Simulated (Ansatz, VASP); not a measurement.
GaN, level by level in two programs

```xyz
2
Lattice="0.0000 2.2684 2.2684 2.2684 0.0000 2.2684 2.2684 2.2684 0.0000" Properties=species:S:1:pos:R:3 pbc="T T T"
Ga    0.0000    0.0000    0.0000
N     1.1342    1.1342    1.1342
```

Single points on this cell with VASP 6.6.1 and Ansatz 0.2.0. Each row is one pair of runs. Alike in all rows: spin: off; smearing: fermi-dirac, width 0.05 eV.

| level | k mesh | VASP's potentials, cutoff | Ansatz's potentials, cutoff | gap on the k mesh at the Fermi level (eV), VASP | gap on the k mesh at the Fermi level (eV), Ansatz | least direct gap on the mesh (eV), VASP | least direct gap on the mesh (eV), Ansatz | pressure (GPa), VASP | pressure (GPa), Ansatz |
| --- | --- | --- | --- | --- | --- | --- | --- | --- | --- |
| r2SCANh | 5 × 5 × 5 | VASP PAW PBE potentials, release 64 (Ga_d, N), 520 eV | Ansatz PAW, 500 eV | ? | 2.71 | ? | 2.71 | ? | -6.4 |
| BLYP | 10 × 10 × 10 | VASP PAW PBE potentials, release 64 (Ga_d, N_h), 1330 eV | Ansatz PAW, 420 eV | 1.68 | 1.69 | 1.68 | 1.69 | 8.1 | 6.8 |
| BLYP+D4 | 10 × 10 × 10 | VASP PAW PBE potentials, release 64 (Ga_d, N_h), 1330 eV | Ansatz PAW, 420 eV | 1.68 | 1.69 | 1.68 | 1.69 | -2.9 | -4.3 |

Question: Fill in what VASP gave in row 1.

Answer: gap on the k mesh at the Fermi level (eV): 2.72; least direct gap on the mesh (eV): 2.72; pressure (GPa): -5.4.

The k mesh is coarse in some rows, so the values compare programs but aren't converged. Noted on Ansatz's runs: odd divisions of the mesh miss points on the zone boundary, where band edges often lie, so the gap on the mesh can be too wide.
